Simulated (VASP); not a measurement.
# ZrB2 (P6/mmm) in VASP: a series of runs, part 3 of 3

VASP 6.6.1.

## Step 4: Electric field gradients, LDA (zz strain of +2 %)

Contents of INCAR:

```
SYSTEM = ZrB2
PREC = Accurate
ENCUT = 520
EDIFF = 1E-8
ISMEAR = -1
SIGMA = 0.03
LREAL = .False.
LASPH = .True.
NELM = 80
ALGO = Normal
ISIF = 2
LWAVE = .False.
LCHARG = .False.
GGA = CA
LEFG = .True.
NBANDS = 16
```

Contents of KPOINTS:

```
Automatic mesh
0
Gamma
  13 13 10
  0 0 0
```

Contents of POSCAR:

```
ZrB2
1.0
    3.1649998255      0.0000000000      0.0000000000
   -1.5824999128      2.7409702519      0.0000000000
    0.0000000000      0.0000000000      3.5904000000
Zr B
1 2
Direct
    0.0000000000      0.0000000000      0.0000000000
    0.3333333333      0.6666666667      0.5000000000
    0.6666666667      0.3333333333      0.5000000000
```

Potentials or basis: VASP PAW LDA potentials, release 64 (Zr_sv, B).

Launch:

```sh
> cat potpaw_LDA.64/Zr_sv/POTCAR potpaw_LDA.64/B/POTCAR > POTCAR
> mpirun -np 1 vasp_std > vasp.out
```

OUTCAR:

```text
SYSTEM = ZrB2
   PREC = Accurate
   ENCUT = 520
   EDIFF = 1E-8
   ISMEAR = -1
   LREAL = .False.
   LASPH = .True.
   NELM = 80
   ISIF = 2
   GGA = CA

 ion  position               nearest neighbor table
   1  0.000  0.000  0.000-   2 2.56   3 2.56   2 2.56   3 2.56   3 2.56   3 2.56   2 2.56   2 2.56
                             3 2.56   3 2.56   2 2.56   2 2.56
   2  0.333  0.667  0.500-   3 1.83   3 1.83   3 1.83   1 2.56   1 2.56   1 2.56   1 2.56   1 2.56
                             1 2.56
   3  0.667  0.333  0.500-   2 1.83   2 1.83   2 1.83   1 2.56   1 2.56   1 2.56   1 2.56   1 2.56
                             1 2.56

  LATTYP: Found a hexagonal cell.
 ALAT       =     3.1649998255
 C/A-ratio  =     1.1344076455

  Lattice vectors:

 A1 = (   3.1649998255,   0.0000000000,   0.0000000000)
 A2 = (  -1.5824999128,   2.7409702519,   0.0000000000)
 A3 = (   0.0000000000,   0.0000000000,   3.5904000000)

Analysis of symmetry for initial positions (statically):
=====================================================================
 Subroutine PRICEL returns:
 Original cell was already a primitive cell.

 Routine SETGRP: Setting up the symmetry group for a
 hexagonal supercell.

 Subroutine GETGRP returns: Found 24 space group operations
 (whereof 24 operations were pure point group operations)
 out of a pool of 24 trial point group operations.

The static configuration has the point symmetry D_6h.

Analysis of symmetry for dynamics (positions and initial velocities):
=====================================================================
 Subroutine PRICEL returns:
 Original cell was already a primitive cell.

 Routine SETGRP: Setting up the symmetry group for a
 hexagonal supercell.

 Subroutine GETGRP returns: Found 24 space group operations
 (whereof 24 operations were pure point group operations)
 out of a pool of 24 trial point group operations.

The dynamic configuration has the point symmetry D_6h.

 Subroutine INISYM returns: Found 24 space group operations
 (whereof 24 operations are pure point group operations),
 and found     1 'primitive' translations

----------------------------------------------------------------------------------------

                                     Primitive cell

  volume of cell :      31.1473

  direct lattice vectors                    reciprocal lattice vectors
     3.164999825  0.000000000  0.000000000     0.315955784  0.182417157  0.000000000
    -1.582499913  2.740970252  0.000000000     0.000000000  0.364834313  0.000000000
     0.000000000  0.000000000  3.590400000     0.000000000  0.000000000  0.278520499

  length of vectors
     3.164999825  3.164999826  3.590400000     0.364834313  0.364834313  0.278520499

  position of ions in fractional coordinates (direct lattice)
     0.000000000  0.000000000  0.000000000
     0.333333333  0.666666667  0.500000000
     0.666666667  0.333333333  0.500000000

  ion indices of the primitive-cell ions
   primitive index   ion index
                 1           1
                 2           2
                 3           3

[... 87 lines left out ...]
   EFERMI_NEDOS =   21; number of points for ismear=-14 and -15
   IALGO  =     38    algorithm
   IMIX   =      4    mixing-type and parameters
     AMIX     =   0.40;   BMIX     =  1.00
     AMIX_MAG =   1.60;   BMIX_MAG =  1.00
  volume/ion in A,a.u.               =      10.38        70.06
  Fermi-wavevector in a.u.,A,eV,Ry     =   1.363616  2.576860 25.299330  1.859448
  Thomas-Fermi vector in A             =   2.490003
   LORBIT       =      0    0 simple, 1 ext, 2 COOP (PROOUT), +10 PAW based schemes
   GGA     = CA    functional components
   LHFCALC =     F    Hartree Fock is set to
   AEXX    =    0.0000 exact exchange contribution
   IVDW    =     0    specifies the selected vdW correction
   LEPSILON=     F    determine dielectric tensor
   LRPA    =     F    only Hartree local field effects (RPA)
 non-spin polarized calculation
  energy-cutoff  :      520.00
  volume of cell :       31.15
 maximum number of plane-waves:       854
 NGX is ok and might be reduce to    24
   NGX = 11   NGY = 11   NGZ = 13

 number of electron      18.0000000 magnetization

 Free energy of the ion-electron system (eV)
  ---------------------------------------------------
  ext. energy  EPLUGINS =         0.00000000
  ---------------------------------------------------
  free energy    TOTEN  =       -27.42687572 eV

  energy without entropy =      -27.42580094  energy(sigma->0) =      -27.42633833

 E-fermi :  10.3714     XC(G=0): -12.5245

 val. band max:       10.3667339071   @ k =   0.0769  -0.0000   0.3000
 cond. band min:      10.3936475799   @ k =   0.2308   0.2308   0.0000
 fundamental gap:      0.0269136728
 Fermi energy:        10.3714174328

 k-point     1 :       0.0000    0.0000    0.0000
  band No.  band energies     occupation
      1     -38.1033      2.00000
      2     -16.4493      2.00000
      3     -15.8666      2.00000
      4     -15.8666      2.00000
      5      -2.2098      2.00000
      6       7.6935      2.00000
[... 433 lines left out ...]
      3     -16.0811      2.00000
      4     -15.9120      2.00000
      5      -1.6275      2.00000
      6       6.5985      2.00000
[... 8 lines left out ...]
     15      17.0664      0.00000
     16      17.6805      0.00000

 [... further k-points ...]

------------------------ aborting loop because EDIFF is reached ----------------------------------------

  FORCE on cell =-STRESS in cart. coord.  units (eV):
  Direction    XX          YY          ZZ          XY          YZ          ZX
  --------------------------------------------------------------------------------------
  -------------------------------------------------------------------------------------
  Total       -1.8244738     -1.8244738     -2.7490124      0.0000000     -0.0000000      0.0000000
  in kB      -93.8485062    -93.8485062   -141.4055416      0.0000000     -0.0000000      0.0000000
  external PRESSURE =    -109.7008513 kB  Pullay stress =       0.0000000 kB

 VOLUME and BASIS-vectors are now :
 -----------------------------------------------------------------------------
  energy-cutoff  :      520.00
  volume of cell :       31.15
      direct lattice vectors                 reciprocal lattice vectors
     3.164999825  0.000000000  0.000000000     0.315955784  0.182417157  0.000000000
    -1.582499913  2.740970252  0.000000000     0.000000000  0.364834313  0.000000000
     0.000000000  0.000000000  3.590400000     0.000000000  0.000000000  0.278520499

 POSITION                                       TOTAL-FORCE (eV/Angst)
 -----------------------------------------------------------------------------------
      0.00000      0.00000      0.00000        -0.000000      0.000000      0.000000
     -0.00000      1.82731      1.79520         0.000000     -0.000000      0.000000
      1.58250      0.91366      1.79520        -0.000000      0.000000      0.000000
 -----------------------------------------------------------------------------------
    total drift:                               -0.000000      0.000000      0.000000

  FREE ENERGIE OF THE ION-ELECTRON SYSTEM (eV)
  ---------------------------------------------------
  free  energy   TOTEN  =       -27.4268757211 eV

  energy  without entropy=      -27.4258009381  energy(sigma->0) =      -27.42633833

 Electric field gradients (V/A^2)
---------------------------------------------------------------------
 ion       V_xx      V_yy      V_zz      V_xy      V_xz      V_yz
---------------------------------------------------------------------
   1     -23.213   -23.213    46.426    -0.000    -0.000     0.000
   2      -1.407    -1.407     2.814    -0.000     0.000    -0.000
   3      -1.407    -1.407     2.814    -0.000     0.000     0.000
---------------------------------------------------------------------

 Electric field gradients after diagonalization (V/A^2)
 (convention: |V_zz| > |V_xx| > |V_yy|)
----------------------------------------------------------------------
 ion       V_xx      V_yy      V_zz     asymmetry (V_yy - V_xx)/ V_zz
----------------------------------------------------------------------
   1     -23.213   -23.213    46.426       0.000
   2      -1.407    -1.407     2.814       0.000
   3      -1.407    -1.407     2.814       0.000
----------------------------------------------------------------------

           NMR quadrupolar parameters

 Cq : quadrupolar parameter    Cq=e*Q*V_zz/h
 eta: asymmetry parameters     (V_yy - V_xx)/ V_zz
 Q  : nuclear electric quadrupole moment in mb (millibarn)
----------------------------------------------------------------------
 ion       Cq(MHz)       eta       Q (mb)
----------------------------------------------------------------------
   1       0.112       0.000       1.000
   2       0.007       0.000       1.000
   3       0.007       0.000       1.000
----------------------------------------------------------------------
```

It took 18 s on 1 thread of Intel Xeon 6975P-C (Granite Rapids), shared host; peak memory 0.18 GiB.

Results:

```yaml
Free_energy: -27.4269 eV
Pressure: -11.0 GPa
Band_gap_on_the_k_mesh: zero (band 9 reaches 10.93 eV, above the bottom of band 10 at 9.96 eV)
```

Electric field gradients, principal values (V/Å²):
```csv
atom,least,middle,greatest (by size)
1 Zr,-23.213,-23.213,46.426
2 B,-1.407,-1.407,2.814
3 B,-1.407,-1.407,2.814
```

Caveat: the cell differs from its parent crystal (zz strain of +2 %); without QUAD_EFG the Cq values of the log hold for a quadrupole moment of 1 mb, not for the nuclei.
